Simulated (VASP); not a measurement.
Set up this calculation in VASP 6.6.1, as the native input.

| Item | Value |
| --- | --- |
| Task | single point |
| Functional | PBEsol |
| Potentials or basis | VASP PAW PBE potentials, release 64 (Ba_sv) |
| Cutoff | 520 eV |
| k mesh | 8 × 8 × 8 |
| Occupations | fermi-dirac, width 0.136057 eV |
| Spin | no spin polarisation |
| Dipole correction | no |
| Further INCAR settings | ALGO = Normal; EDIFF = 1e-06; NBANDS = 17 |

The structure of Ba lies in POSCAR:

```
Ba
1.0
    0.0000000000      3.7109972302      3.7109972302
    3.7109972302      0.0000000000      3.7109972302
    3.7109972302      3.7109972302      0.0000000000
Ba
2
Direct
    0.0000000000      0.0000000000      0.0000000000
    0.2500000000      0.2500000000      0.2500000000
```

One way to write it, as run:

INCAR

```
SYSTEM = Ba
PREC = Accurate ; ENCUT = 520
EDIFF = 1E-6 ; ISMEAR = -1
SIGMA = 0.13605693000000002 ; LREAL = .False.
LASPH = .True. ; NELM = 80
ALGO = Normal ; ISIF = 2
LWAVE = .False. ; LCHARG = .False.
GGA = PS ; NBANDS = 17
```

KPOINTS

```
regular mesh
0
Gamma
  8 8 8
  0 0 0
```

Potentials or basis: VASP PAW PBE potentials, release 64 (Ba_sv).

The run is started by

```sh
$ cat potpaw_PBE.64/Ba_sv/POTCAR > POTCAR
$ mpirun -np 1 vasp_std > vasp.out
```

It gave:

- Pressure: 0.7 GPa
- Band gap on the k mesh: zero (band 10 reaches 2.05 eV, above the bottom of band 11 at 1.88 eV)

Caveat: the PAW data sets were made with another functional, which shifts forces and pressure a little; spin-orbit coupling is left out, which moves the levels of the heavy elements.

Wall time 31 s on 1 thread of Intel(R) Xeon(R) Platinum 8488C (Sapphire Rapids) (shared host), peak memory 0.24 GiB.
